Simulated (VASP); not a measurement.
Here is a VASP 6.6.1 calculation.

The input INCAR:

```
  PREC = Accurate
  ENCUT = 500
  EDIFF = 1E-7
  ISMEAR = -1
  SIGMA = 0.02
  LREAL = False
  LASPH = True
  NELM = 120
  ALGO = Normal
  ISIF = 3
  LWAVE = False
  LCHARG = False
  GGA = PE
  IVDW = 12
  IBRION = 2
  NSW = 80
  EDIFFG = -0.005
  GGA_COMPAT = False
  NELMIN = 4
```

The input KPOINTS:

```
Automatic mesh
0
Gamma
  6 6 4
```

POSCAR

```
PbI2
1.0
    4.5550000000      0.0000000000      0.0000000000
   -2.2775000000      3.9447457142      0.0000000000
    0.0000000000      0.0000000000      6.9770000000
Pb I
1 2
Direct
    0.0000000000      0.0000000000      0.0000000000
    0.3333333333      0.6666666667      0.2650000000
    0.6666666667      0.3333333333      0.7350000000
```

Potentials or basis: VASP PAW PBE potentials, release 64 (Pb_d, I).

Launch:

```bash
$ cat potpaw_PBE.64/Pb_d/POTCAR potpaw_PBE.64/I/POTCAR > POTCAR
$ mpirun -np 1 vasp_std > vasp.out
```

Task: Estimate the dispersion energy per atom.

Result: -0.304 eV.

Task: Estimate the band gap on the k mesh.

Result: 2.18 eV.

Task: Estimate the relaxed cell.

Result: a = 4.558 Å, b = 4.558 Å, c = 6.967 Å, α = 90.00°, β = 90.00°, γ = 120.00°.

Step by step:
| step | energy change (eV) | largest force (eV/Å) | pressure (GPa) | volume (Å³) |
| --- | --- | --- | --- | --- |
| 1 | 0.0000 | 0.1785 | 0.53 | 125.36 |
| 2 | -0.0050 | 0.0427 | -0.12 | 127.89 |
| 3 | -0.0051 | 0.0556 | -0.06 | 127.64 |
| 4 | -0.0055 | 0.0506 | -0.06 | 127.44 |
| 5 | -0.0065 | 0.0355 | -0.04 | 126.83 |
| 6 | -0.0071 | 0.0037 | 0.00 | 125.61 |
| 7 | -0.0071 | 0.0085 | 0.00 | 125.79 |
| 8 | -0.0073 | 0.0058 | 0.00 | 125.65 |
| 9 | -0.0075 | 0.0013 | 0.00 | 125.33 |

Caveat: spin-orbit coupling is left out, which moves the levels of the heavy elements. A k mesh can miss the band edges.
